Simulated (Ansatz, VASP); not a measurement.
## Ge2Bi2S: VASP beside Ansatz

```
Ge Bi S
1.0
     6.05080   -3.68698    0.00000
    -6.05080   -3.68698    0.00000
     0.00000    0.00000   -7.09200
Ge Bi S
4 4 2
Direct
  0.00463 0.70085 0.21785
  0.70085 0.00463 0.21785
  0.99537 0.29915 0.71785
  0.29915 0.99537 0.71785
  0.35460 0.07953 0.32785
  0.07953 0.35460 0.32785
  0.64540 0.92047 0.82785
  0.92047 0.64540 0.82785
  0.70918 0.70918 0.34551
  0.29082 0.29082 0.84551
```

Alike in both runs: task single point; functional PBE; k mesh 4 × 4 × 4; occupations gaussian, width 0.2 eV; no spin polarisation.

|  | VASP | Ansatz |
| --- | --- | --- |
| version | VASP 6.6.1 | Ansatz 0.2.0 |
| potentials or method | VASP PAW PBE potentials, release 64 (Ge_d, Bi_d, S), cutoff 520 eV | scalar-relativistic, plane waves, PAW |
| valence electrons in the cell | 128 | 128 |

|  | VASP | Ansatz | Ansatz less VASP |
| --- | --- | --- | --- |
| gap on the k mesh at the Fermi level (eV) | none | none | - |
| pressure (GPa) | 0.0 | 0.0 | +0.06 |
| traceless stress, the component that is largest in VASP (GPa) | -0.04 | -0.06 | -0.018 |
| rms of the force components (eV/Å) | 0.011 | 0.012 | +0.0006 |

Atom by atom the forces differ by 0.009 eV/Å (rms over components). A gap of «none» marks a metal or a gap that the smearing closes.

Spin-orbit coupling is off throughout.
